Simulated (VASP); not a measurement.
Write the native input for VASP 6.6.1 that does the following.

* Task: single point
* Functional: PBE
* Potentials or basis: VASP PAW PBE potentials, release 64 (Cl, Li_sv)
* Cutoff: 520 eV
* k mesh: 9 × 9 × 9
* Occupations: gaussian, width 0.026 eV
* Spin: no spin polarisation
* Dipole correction: no
* Further INCAR settings: ALGO = Normal; EDIFF = 1e-06; NBANDS = 12

The structure of LiCl lies in POSCAR:

```
LiCl
1.0
    0.0000000000      2.5647700000      2.5647700000
    2.5647700000      0.0000000000      2.5647700000
    2.5647700000      2.5647700000      0.0000000000
Cl Li
1 1
Direct
    0.5000000000      0.5000000000      0.5000000000
    0.0000000000      0.0000000000      0.0000000000
```

One way to write it, as run:

INCAR

```
SYSTEM = LiCl
PREC = Accurate ; ENCUT = 520
EDIFF = 1E-6 ; ISMEAR = 0
SIGMA = 0.026000000000000002 ; LREAL = .FALSE.
LASPH = .TRUE. ; NELM = 100
ALGO = Normal ; ISIF = 2
LWAVE = .FALSE. ; LCHARG = .TRUE.
GGA = PE ; LELF = .TRUE.
LVHAR = .TRUE. ; NBANDS = 12
```

KPOINTS

```
Automatic mesh
0
G
  9 9 9
  0 0 0
```

Potentials or basis: VASP PAW PBE potentials, release 64 (Cl, Li_sv).

The run is started by

```console
$ cat potpaw_PBE.64/Cl/POTCAR potpaw_PBE.64/Li_sv/POTCAR > POTCAR
$ mpirun -np 1 vasp_std > vasp.out
```

Results of the run:

| Property | Result |
| --- | --- |
| Band gap on the k mesh | 6.34 eV, direct |

It took 21 s on 1 thread of AMD EPYC 7R43 64-Core Processor (Zen 3) (shared host), peak memory 0.12 GiB.
